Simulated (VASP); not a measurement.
Write the native input for VASP 6.6.1 that does the following.

| Item | Value |
| --- | --- |
| Task | electric field gradients |
| Functional | PBE |
| Potentials or basis | VASP PAW PBE potentials, release 64 (H) |
| Cutoff | 520 eV |
| k mesh | 13 × 13 × 7 |
| Occupations | fermi-dirac, width 0.01 eV |
| Spin | no spin polarisation |
| Dipole correction | no |
| Further INCAR settings | ALGO = Normal; EDIFF = 1e-08; NBANDS = 8 |

The structure of H lies in POSCAR:

```
H
1.0
    2.0545193124      0.0000000000      0.0000000000
   -1.0272596562      1.7792659171      0.0000000000
    0.0000000000      0.0000000000      3.3004867062
H
2
Direct
    0.3333333333      0.6666666667      0.2500000000
    0.6666666667      0.3333333333      0.7500000000
```

This cell differs from its parent crystal: volume scaled by 1.06.

One way to write it, as run:

INCAR

```
SYSTEM = H
  PREC = Accurate
  ENCUT = 520
  EDIFF = 1E-8
  ISMEAR = -1
  SIGMA = 0.01
  LREAL = .FALSE.
  LASPH = .TRUE.
  NELM = 100
  ALGO = Normal
  ISIF = 2
  LWAVE = .FALSE.
  LCHARG = .FALSE.
  GGA = PE
  LEFG = .TRUE.
  NBANDS = 8
```

KPOINTS

```
regular mesh
0
G
  13 13 7
  0 0 0
```

Potentials or basis: VASP PAW PBE potentials, release 64 (H).

Run with:

```bash
$ cat potpaw_PBE.64/H/POTCAR > POTCAR
$ mpirun -np 1 vasp_std > vasp.out
```

Results of the run:

- Pressure: -23.5 GPa
- Band gap on the k mesh: zero (band 1 reaches 1.37 eV, above the bottom of band 2 at -6.81 eV)

Caveat: without QUAD_EFG the Cq values of the log hold for a quadrupole moment of 1 mb, not for the nuclei.

Wall time 5.2 s on 1 thread of Intel(R) Xeon(R) Platinum 8259CL CPU @ 2.50GHz (Skylake/Cascade Lake), on a shared host, peak memory 0.11 GiB.
